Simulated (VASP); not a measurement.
TaBi, 2 atoms in the cell. Symmetry: Fm-3m, No. 225, cubic system. Conventional cell: a = 5.740 Å, b = 5.740 Å, c = 5.740 Å, α = 90.00°, β = 90.00°, γ = 90.00°. Ta (site symmetry m-3m) has 6 Bi at 2.87 Å within 3.8 Å. Within 3.8 Å of Bi (site symmetry m-3m) lie 6 Ta at 2.87 Å. 

| Quantity | Value |
| --- | --- |
| Program | VASP 6.6.1 |
| Task | single point |
| Functional | PBEsol |
| Potentials or basis | VASP PAW PBE potentials, release 64 (Ta_pv, Bi_d) |
| Cutoff | 520 eV |
| k mesh | 10 × 10 × 10 |
| Occupations | gaussian, width 0.05 eV |
| Spin | no spin polarisation |
| Dipole correction | no |
| Further INCAR settings | ALGO = Normal; EDIFF = 1e-07; NBANDS = 20 |

Potentials or basis: VASP PAW PBE potentials, release 64 (Ta_pv, Bi_d).

The run is started by

```console
$ cat potpaw_PBE.64/Ta_pv/POTCAR potpaw_PBE.64/Bi_d/POTCAR > POTCAR
$ mpirun -np 1 vasp_std > vasp.out
```

Hardware: 1 thread of Intel Xeon 8259CL (shared host).

**Question.** Estimate the wall time of this run.

**Answer.** Run time: 59 s on 1 thread of Intel Xeon 8259CL (shared host), peak memory 0.2 GiB. Counts: scf iterations 13, k points 47.
